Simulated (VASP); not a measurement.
A run of VASP 6.6.1 is set up as follows.

File INCAR:

```
SYSTEM = Cu
PREC = Accurate
ENCUT = 520
EDIFF = 1E-6
ISMEAR = 0
SIGMA = 0.15
LREAL = .FALSE.
LASPH = .TRUE.
NELM = 80
ALGO = Fast
ISIF = 2
LWAVE = .FALSE.
LCHARG = .TRUE.
GGA = PS
LELF = .TRUE.
LVHAR = .TRUE.
NBANDS = 12
```

The input KPOINTS:

```
Automatic mesh
0
G
  24 24 24
  0 0 0
```

File POSCAR:

```
Cu
1.0
   -1.4427933200      1.4634345418      1.3977233498
    1.4427933200     -1.4221520982      1.3544395502
    1.4427933200      1.4221520982     -1.3544395502
Cu
1
Direct
    0.0000000000      0.0000000000      0.0000000000
```

Potentials or basis: VASP PAW PBE potentials, release 64 (Cu).

Command:

```bash
$ cat potpaw_PBE.64/Cu/POTCAR > POTCAR
$ mpirun -np 1 vasp_std > vasp.out
```

Estimate the band gap on the k mesh.

zero (an odd number of electrons rules out a gap without spin polarisation).

Estimate the pressure.

-0.4 GPa.

Stress tensor (GPa, compression positive):
```
-0.26  0.00  0.00
 0.00 -0.45 -2.91
 0.00 -2.91 -0.59
```

Caveat: the cell differs from its parent crystal (strain +0.0300 x Voigt [0, 0, 0, 1, 0, 0]); the PAW data sets were made with another functional, which shifts forces and pressure a little.
